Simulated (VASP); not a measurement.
# TiC (Fm-3m) in VASP: a series of runs

Runs on TiC. Level: PBEsol. Tasks: single point, relaxation of cell and atoms.

All numbers are computed with VASP 6.6.1; they aren't measurements. Logs are shortened: lines on timing, memory, paths and dates and some standing lists are left out, and cuts for length are marked.

## (1) The cell of the first run

Symmetry: Fm-3m, No. 225, cubic system. The conventional cell has a = 4.293 Å, b = 4.293 Å, c = 4.293 Å, α = 90.00°, β = 90.00°, γ = 90.00°. Ti (site symmetry m-3m) has 6 C at 2.15 Å within 2.8 Å. C (site symmetry m-3m) has 6 Ti at 2.15 Å within 2.8 Å.

## (2) Single point, PBEsol

INCAR

```
SYSTEM = TiC
  PREC = Accurate
  ENCUT = 600
  EDIFF = 1E-6
  ISMEAR = -1
  SIGMA = 0.05
  LREAL = .False.
  LASPH = .True.
  NELM = 120
  ALGO = Normal
  ISIF = 2
  LWAVE = .False.
  LCHARG = .False.
  GGA = PS
  NBANDS = 15
  GGA_COMPAT = .False.
```

KPOINTS

```
regular mesh
0
Gamma
  18 18 18
  0 0 0
```

POSCAR

```
TiC
1.0
    0.0000000000      2.1467070539      2.1467070539
    2.1467070539      0.0000000000      2.1467070539
    2.1467070539      2.1467070539      0.0000000000
Ti C
1 1
Direct
    0.0000000000      0.0000000000      0.0000000000
    0.5000000000      0.5000000000      0.5000000000
```

Potentials or basis: VASP PAW PBE potentials, release 64 (Ti_sv, C).

On the command line:

```console
$ cat potpaw_PBE.64/Ti_sv/POTCAR potpaw_PBE.64/C/POTCAR > POTCAR
$ mpirun -np 1 vasp_std > vasp.out
```

OUTCAR:

```text
SYSTEM = TiC
   PREC = Accurate
   ENCUT = 600
   EDIFF = 1E-6
   ISMEAR = -1
   LREAL = .False.
   LASPH = .True.
   NELM = 120
   ISIF = 2
   GGA = PS

 ion  position               nearest neighbor table
   1  0.000  0.000  0.000-   2 2.15   2 2.15   2 2.15   2 2.15   2 2.15   2 2.15
   2  0.500  0.500  0.500-   1 2.15   1 2.15   1 2.15   1 2.15   1 2.15   1 2.15

  LATTYP: Found a face centered cubic cell.
 ALAT       =     4.2934141078

  Lattice vectors:

 A1 = (   0.0000000000,   2.1467070539,   2.1467070539)
 A2 = (   2.1467070539,   0.0000000000,   2.1467070539)
 A3 = (   2.1467070539,   2.1467070539,   0.0000000000)

Analysis of symmetry for initial positions (statically):
=====================================================================
 Subroutine PRICEL returns:
 Original cell was already a primitive cell.

 Routine SETGRP: Setting up the symmetry group for a
 face centered cubic supercell.

 Subroutine GETGRP returns: Found 48 space group operations
 (whereof 48 operations were pure point group operations)
 out of a pool of 48 trial point group operations.

The static configuration has the point symmetry O_h .

Analysis of symmetry for dynamics (positions and initial velocities):
=====================================================================
 Subroutine PRICEL returns:
 Original cell was already a primitive cell.

 Routine SETGRP: Setting up the symmetry group for a
 face centered cubic supercell.

 Subroutine GETGRP returns: Found 48 space group operations
 (whereof 48 operations were pure point group operations)
 out of a pool of 48 trial point group operations.

The dynamic configuration has the point symmetry O_h .

 Subroutine INISYM returns: Found 48 space group operations
 (whereof 48 operations are pure point group operations),
 and found     1 'primitive' translations

----------------------------------------------------------------------------------------

                                     Primitive cell

  volume of cell :      19.7856

  direct lattice vectors                    reciprocal lattice vectors
     0.000000000  2.146707054  2.146707054    -0.232914873  0.232914873  0.232914873
     2.146707054  0.000000000  2.146707054     0.232914873 -0.232914873  0.232914873
     2.146707054  2.146707054  0.000000000     0.232914873  0.232914873 -0.232914873

  length of vectors
     3.035902230  3.035902230  3.035902230     0.403420393  0.403420393  0.403420393

  position of ions in fractional coordinates (direct lattice)
     0.000000000  0.000000000  0.000000000
     0.500000000  0.500000000  0.500000000

  ion indices of the primitive-cell ions
   primitive index   ion index
                 1           1
                 2           2

----------------------------------------------------------------------------------------

 KPOINTS: regular mesh

Automatic generation of k-mesh.
 Grid dimensions read from file:
 generate k-points for:   18   18   18

 Generating k-lattice:

  Cartesian coordinates                     Fractional coordinates (reciprocal lattice)
    -0.012939715  0.012939715  0.012939715     0.055555556  0.000000000  0.000000000
     0.012939715 -0.012939715  0.012939715     0.000000000  0.055555556  0.000000000
     0.012939715  0.012939715 -0.012939715     0.000000000  0.000000000  0.055555556

  Length of vectors
     0.022412244  0.022412244  0.022412244

  Shift w.r.t. Gamma in fractional coordinates (k-lattice)
     0.000000000  0.000000000  0.000000000

 Subroutine IBZKPT returns following result:
 ===========================================

 Found    195 irreducible k-points:

 Following reciprocal coordinates:
            Coordinates               Weight
  0.000000  0.000000  0.000000      1.000000
  0.055556  0.000000  0.000000      8.000000
  0.111111  0.000000  0.000000      8.000000
  0.166667  0.000000  0.000000      8.000000
  0.222222  0.000000  0.000000      8.000000
  0.277778  0.000000  0.000000      8.000000
[... 16 lines left out ...]
 -0.277778  0.055556  0.000000     24.000000
 -0.222222  0.055556  0.000000     24.000000
 [... further k-points ...]
   k-points           NKPTS =    195   k-points in BZ     NKDIM =    195   number of bands    NBANDS=     15
   number of dos      NEDOS =    301   number of ions     NIONS =      2
   total plane-waves  NPLWV =  13824
   dimension x,y,z NGX =    24 NGY =   24 NGZ =   24
   dimension x,y,z NGXF=    48 NGYF=   48 NGZF=   48
   ions per type =               1   1
   NGX,Y,Z   is equivalent  to a cutoff of  13.14, 13.14, 13.14 a.u.
   NGXF,Y,Z  is equivalent  to a cutoff of  26.28, 26.28, 26.28 a.u.
 SYSTEM =  TiC
   PREC   = accura    normal or accurate (medium, high low for compatibility)
   ISTART =      0    job   : 0-new  1-cont  2-samecut
   ICHARG =      2    charge: 1-file 2-atom 10-const
   ISPIN  =      1    spin polarized calculation?
   LNONCOLLINEAR =      F non collinear calculations
   LSORBIT =      F    spin-orbit coupling
   LASPH  =      T    aspherical Exc in radial PAW
   ENCUT  =  600.0 eV  44.10 Ry    6.64 a.u.   6.06  6.06  6.06*2*pi/ulx,y,z
   NELM   =    120;   NELMIN=  2; NELMDL= -5     # of ELM steps
   EDIFF  = 0.1E-05   stopping-criterion for ELM
   LREAL  =      F    real-space projection
   EDIFFG = 0.1E-04   stopping-criterion for IOM
   NSW    =      0    number of steps for IOM
   IBRION =     -1    ionic relax: 0-MD 1-quasi-New 2-CG
   NFREE  =      0    steps in history (QN), initial steepest desc. (CG)
   ISIF   =      2    stress and relaxation
   ISYM   =      2    0-nonsym 1-usesym 2-fastsym
   POTIM  = 0.5000    time-step for ionic-motion
   TEBEG  =    0.0;   TEEND  =   0.0 temperature during run
   PSTRESS=    0.0 pullay stress
   NELECT =      16.0000    total number of electrons
   NUPDOWN=      -1.0000    fix difference up-down
   EMIN   =  10.00;   EMAX   =-10.00  energy-range for DOS
   EFERMI =   0.00;   METHOD = LEGACY
   ISMEAR =    -1;   SIGMA  =   0.05  broadening in eV -4-tet -1-fermi 0-gaus
   EFERMI_NEDOS =   21; number of points for ismear=-14 and -15
   IALGO  =     38    algorithm
   IMIX   =      4    mixing-type and parameters
     AMIX     =   0.40;   BMIX     =  1.00
     AMIX_MAG =   1.60;   BMIX_MAG =  1.00
  volume/ion in A,a.u.               =       9.89        66.76
  Fermi-wavevector in a.u.,A,eV,Ry     =   1.525218  2.882245 31.651114  2.326291
  Thomas-Fermi vector in A             =   2.633419
   LORBIT       =      0    0 simple, 1 ext, 2 COOP (PROOUT), +10 PAW based schemes
   GGA     = PS    functional components
   LHFCALC =     F    Hartree Fock is set to
   AEXX    =    0.0000 exact exchange contribution
   IVDW    =     0    specifies the selected vdW correction
   LEPSILON=     F    determine dielectric tensor
   LRPA    =     F    only Hartree local field effects (RPA)
 non-spin polarized calculation
  energy-cutoff  :      600.00
  volume of cell :       19.79
 maximum number of plane-waves:       680
   NGX = 13   NGY = 13   NGZ = 13

 number of electron      16.0000003 magnetization

 Free energy of the ion-electron system (eV)
  ---------------------------------------------------
  ext. energy  EPLUGINS =         0.00000000
  ---------------------------------------------------
  free energy    TOTEN  =       -19.80369420 eV

  energy without entropy =      -19.80117126  energy(sigma->0) =      -19.80243273

 E-fermi :   9.6145     XC(G=0): -12.9978

 val. band max:        9.6140634825   @ k =   0.5000   0.5000   0.0000
 cond. band min:       9.6280845255   @ k =   0.4444   0.3889   0.0000
 fundamental gap:      0.0140210430
 Fermi energy:         9.6144877350

 k-point     1 :       0.0000    0.0000    0.0000
  band No.  band energies     occupation
      1     -46.6392      2.00000
      2     -22.7516      2.00000
      3     -22.7516      2.00000
      4     -22.7516      2.00000
      5      -2.8755      2.00000
      6      10.2866      0.00000
      7      10.2866      0.00000
      8      10.2866      0.00000
      9      11.3527      0.00000
     10      11.3527      0.00000
     11      11.3527      0.00000
     12      11.3966      0.00000
     13      11.3966      0.00000
     14      20.4850      0.00000
     15      23.6468      0.00000

 k-point     2 :       0.0556    0.0000    0.0000
  band No.  band energies     occupation
      1     -46.6367      2.00000
      2     -22.7692      2.00000
      3     -22.7533      2.00000
      4     -22.7533      2.00000
      5      -2.8025      2.00000
      6       9.9214      0.00430
      7      10.1513      0.00004
      8      10.1513      0.00004
      9      10.6970      0.00000
     10      10.6970      0.00000
     11      11.5543      0.00000
     12      12.2946      0.00000
     13      12.2946      0.00000
     14      20.6107      0.00000
     15      23.6929      0.00000

 k-point     3 :       0.1111    0.0000    0.0000
  band No.  band energies     occupation
      1     -46.6294      2.00000
      2     -22.8196      2.00000
      3     -22.7579      2.00000
      4     -22.7579      2.00000
      5      -2.5876      2.00000
      6       9.1667      1.99974
      7       9.5026      1.80731
      8       9.5026      1.80731
      9      10.6866      0.00000
     10      10.6866      0.00000
     11      11.8612      0.00000
     12      13.2678      0.00000
     13      13.2678      0.00000
     14      20.9298      0.00000
     15      23.7683      0.00000
[... 343 lines left out ...]
 k-point    23 :      -0.2778    0.0556    0.0000
  band No.  band energies     occupation
      1     -46.5835      2.00000
      2     -23.1156      2.00000
      3     -22.8061      2.00000
      4     -22.7793      2.00000
      5      -0.9937      2.00000
      6       5.9877      2.00000
      7       7.3463      2.00000
      8       7.5481      2.00000
      9      11.5461      0.00000
     10      11.9233      0.00000
     11      12.9066      0.00000
     12      15.8187      0.00000
     13      16.8432      0.00000
     14      20.4663      0.00000
     15      24.6494      0.00000

 k-point    24 :      -0.2222    0.0556    0.0000
  band No.  band energies     occupation
      1     -46.5979      2.00000
      2     -23.0222      2.00000
      3     -22.7964      2.00000
      4     -22.7696      2.00000
      5      -1.5586      2.00000
      6       6.9123      2.00000
      7       7.8060      2.00000
      8       8.0444      2.00000
      9      11.1603      0.00000
     10      11.5978      0.00000
     11      12.6183      0.00000
     12      14.9602      0.00000
     13      16.0330      0.00000
     14      21.1700      0.00000
     15      24.0757      0.00000

 [... further k-points ...]
[... 5 lines left out ...]
  --------------------------------------------------------------------------------------
  -------------------------------------------------------------------------------------
  Total        0.0192796      0.0192796      0.0192796      0.0000000      0.0000000      0.0000000
  in kB        1.5612027      1.5612027      1.5612027      0.0000000      0.0000000      0.0000000
  external PRESSURE =       1.5612027 kB  Pullay stress =       0.0000000 kB

 VOLUME and BASIS-vectors are now :
 -----------------------------------------------------------------------------
  energy-cutoff  :      600.00
  volume of cell :       19.79
      direct lattice vectors                 reciprocal lattice vectors
     0.000000000  2.146707054  2.146707054    -0.232914873  0.232914873  0.232914873
     2.146707054  0.000000000  2.146707054     0.232914873 -0.232914873  0.232914873
     2.146707054  2.146707054  0.000000000     0.232914873  0.232914873 -0.232914873

 POSITION                                       TOTAL-FORCE (eV/Angst)
 -----------------------------------------------------------------------------------
      0.00000      0.00000      0.00000         0.000000      0.000000      0.000000
      2.14671      2.14671      2.14671         0.000000      0.000000      0.000000
 -----------------------------------------------------------------------------------
    total drift:                                0.000000     -0.000000     -0.000000

  FREE ENERGIE OF THE ION-ELECTRON SYSTEM (eV)
  ---------------------------------------------------
  free  energy   TOTEN  =       -19.8036942044 eV

  energy  without entropy=      -19.8011712595  energy(sigma->0) =      -19.80243273
```

Run time: 38 s. Hardware: 1 thread of Intel Xeon 6975P-C, shared host; peak memory 0.2 GiB.

What came out:

| Item | Value |
| --- | --- |
| Free energy | -19.8037 eV |
| Pressure | 0.2 GPa |
| Band gap on the k mesh | zero (band 8 reaches 10.29 eV, above the bottom of band 9 at 9.20 eV) |

Levels at points of the mesh, in eV from the Fermi level:
| k point | band 4 | band 5 | band 6 | band 7 | band 8 | band 9 | band 10 | band 11 | band 12 | band 13 |
| --- | --- | --- | --- | --- | --- | --- | --- | --- | --- | --- |
| (0.00, 0.00, 0.00) | -32.37 | -12.49 | 0.67 | 0.67 | 0.67 | 1.74 | 1.74 | 1.74 | 1.78 | 1.78 |
| (0.50, 0.00, 0.00) | -32.42 | -8.84 | -6.00 | -2.98 | -2.98 | 3.02 | 3.02 | 4.26 | 8.31 | 8.47 |
| (0.50, 0.50, 0.00) | -32.55 | -10.16 | -3.46 | -1.75 | 0.00 | 0.00 | 2.83 | 3.65 | 3.65 | 6.11 |

Caveat: the PAW data sets were made with another functional, which shifts forces and pressure a little.

## (3) Single point, PBEsol

This run uses another cell than the first one, of 9.86 Å³/atom, 0.996 times its volume.

INCAR

```
PREC = Accurate
ENCUT = 600
EDIFF = 1E-6
ISMEAR = -1
SIGMA = 0.05
LREAL = False
LASPH = True
NELM = 120
ALGO = Normal
ISIF = 2
LWAVE = False
LCHARG = False
GGA = PS
NBANDS = 15
GGA_COMPAT = False
```

KPOINTS

```
Automatic mesh
0
Gamma
  18 18 18
```

POSCAR

```
TiC
1.0
    0.0000000000      2.1440079802      2.1440079802
    2.1440079802      0.0000000000      2.1440079802
    2.1440079802      2.1440079802      0.0000000000
Ti C
1 1
Direct
    0.0000000000      0.0000000000      0.0000000000
    0.5000000000      0.5000000000      0.5000000000
```

Potentials or basis: VASP PAW PBE potentials, release 64 (Ti_sv, C).

On the command line:

```console
$ cat potpaw_PBE.64/Ti_sv/POTCAR potpaw_PBE.64/C/POTCAR > POTCAR
$ mpirun -np 1 vasp_std > vasp.out
```

Run time: 36 s. Hardware: 1 thread of Intel Xeon 6975P-C, shared host; peak memory 0.2 GiB.

Results (log left out):

```yaml
Free_energy: -19.8033 eV
Pressure: 1.2 GPa
Band_gap_on_the_k_mesh: zero (band 8 reaches 10.33 eV, above the bottom of band 9 at 9.25 eV)
```

Levels at points of the mesh, in eV from the Fermi level:
```
           k point  band 6  band 7  band 8  band 9  band 10  band 11
(0.00, 0.00, 0.00)    0.67    0.67    0.67    1.74     1.74     1.74
(0.50, 0.00, 0.00)   -6.01   -2.99   -2.99    3.04     3.04     4.28
(0.50, 0.50, 0.00)   -3.46   -1.76    0.00    0.00     2.85     3.67
```

Caveat: the PAW data sets were made with another functional, which shifts forces and pressure a little.

(Part 1 of 2 ends here.)
